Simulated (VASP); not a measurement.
La, 1 atom in the cell. The structure is cubic, space group Pm-3m (No. 221). Conventional cell: a = 3.297 Å, b = 3.297 Å, c = 3.297 Å, α = 90.00°, β = 90.00°, γ = 90.00°. Within 4.3 Å of La (site symmetry m-3m) lie 6 La at 3.30 Å.  This cell differs from its parent crystal: volume scaled by 0.88.

```yaml
Program: VASP 6.6.1
Task: single point
Functional: BLYP
Potentials_or_basis: VASP PAW PBE potentials, release 64 (La)
Cutoff: 520 eV
k_mesh: 10 × 10 × 10
Occupations: fermi-dirac, width 0.1 eV
Spin: no spin polarisation
Dipole_correction: no
Further_INCAR_settings: ALGO = Normal; EDIFF = 1e-06; NBANDS = 12
```

Potentials or basis: VASP PAW PBE potentials, release 64 (La).

Command:

```console
$ cat potpaw_PBE.64/La/POTCAR > POTCAR
$ mpirun -np 1 vasp_std > vasp.out
```

Hardware: 1 thread of Intel(R) Xeon(R) 6975P-C (Granite Rapids), on a shared host.

**Question.** Estimate the wall time of this run.

**Answer.** Run time: 53 s on 1 thread of Intel(R) Xeon(R) 6975P-C (Granite Rapids) (shared host), peak memory 0.18 GiB. Counts: scf iterations 27, k points 56.
